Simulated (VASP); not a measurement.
Write the native input for VASP 6.6.1 that does the following.

```yaml
Task: single point
Functional: PBEsol
Potentials_or_basis: VASP PAW PBE potentials, release 64 (Pt)
Cutoff: 520 eV
k_mesh: 35 × 35 × 35
Occupations: methfessel-paxton, width 0.1 eV
Spin: no spin polarisation
Dipole_correction: no
Further_INCAR_settings: ALGO = Normal; EDIFF = 1e-06; NBANDS = 11
```

The structure of Pt lies in POSCAR:

```
Pt
1.0
    0.0000000000      1.9587894480      1.9587894480
    1.9587894480      0.0000000000      1.9587894480
    1.9587894480      1.9587894480      0.0000000000
Pt
1
Direct
    0.0000000000      0.0000000000      0.0000000000
```

The input as run:

INCAR

```
ALGO     = Normal         # electronic algorithm
EDIFF    = 1E-6           # SCF threshold, eV
ENCUT    = 520            # plane-wave cutoff, eV
GGA      = PS             # functional
ISIF     = 2              # what is computed and relaxed
ISMEAR   = 1              # smearing method
LASPH    = True           # aspherical terms in the spheres
LCHARG   = True           # write CHGCAR
LELF     = True           # ELF
LREAL    = False          # projectors in reciprocal space
LVHAR    = True         
LWAVE    = False          # write WAVECAR
NBANDS   = 11             # bands
NELM     = 60             # most SCF steps
PREC     = Accurate       # precision mode
SIGMA    = 0.1            # smearing width, eV
```

KPOINTS

```
k-points
0
Gamma
  35 35 35
```

Potentials or basis: VASP PAW PBE potentials, release 64 (Pt).

Launch:

```console
$ cat potpaw_PBE.64/Pt/POTCAR > POTCAR
$ mpirun -np 1 vasp_std > vasp.out
```

Results of the run:

The pressure is -0.4 GPa. The band gap on the k mesh is zero (band 5 reaches 11.65 eV, above the bottom of band 6 at 9.41 eV).

Caveat: the PAW data sets were made with another functional, which shifts forces and pressure a little; spin-orbit coupling is left out, which moves the levels of the heavy elements.

Run time: 91 s on 1 thread of Intel Xeon 6975P-C, on a shared host, peak memory 0.31 GiB.
